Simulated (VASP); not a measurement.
A run of VASP 6.6.1:

The input INCAR:

```
SYSTEM = Ga
PREC = Accurate
ENCUT = 520
EDIFF = 1E-6
ISMEAR = -1
SIGMA = 0.08
LREAL = .False.
LASPH = .True.
NELM = 80
ALGO = Normal
ISIF = 2
LWAVE = .False.
LCHARG = .True.
LELF = .True.
LVHAR = .True.
NBANDS = 20
```

File KPOINTS:

```
Automatic mesh
0
Gamma
  12 12 10
  0 0 0
```

The input POSCAR:

```
Ga
1.0
    1.4355000000     -4.0243500000      0.0000000000
    1.4355000000      4.0243500000      0.0000000000
    0.0000000000      0.0000000000      3.1700000000
Ga
2
Direct
    0.8670000000      0.1330000000      0.2500000000
    0.1330000000      0.8670000000      0.7500000000
```

Potentials or basis: VASP PAW LDA potentials, release 64 (Ga_d).

The run is started by

```bash
$ cat potpaw_LDA.64/Ga_d/POTCAR > POTCAR
$ mpirun -np 1 vasp_std > vasp.out
```

Hardware: 1 thread of Intel(R) Xeon(R) Platinum 8259CL CPU @ 2.50GHz (Skylake/Cascade Lake), on a shared host.

Problem. How long does it take, and how much memory?

Solution. It took 93 s on 1 thread of Intel(R) Xeon(R) Platinum 8259CL CPU @ 2.50GHz (Skylake/Cascade Lake), with other jobs on the host, peak memory 0.26 GiB. Counts: scf iterations 10, k points 258.
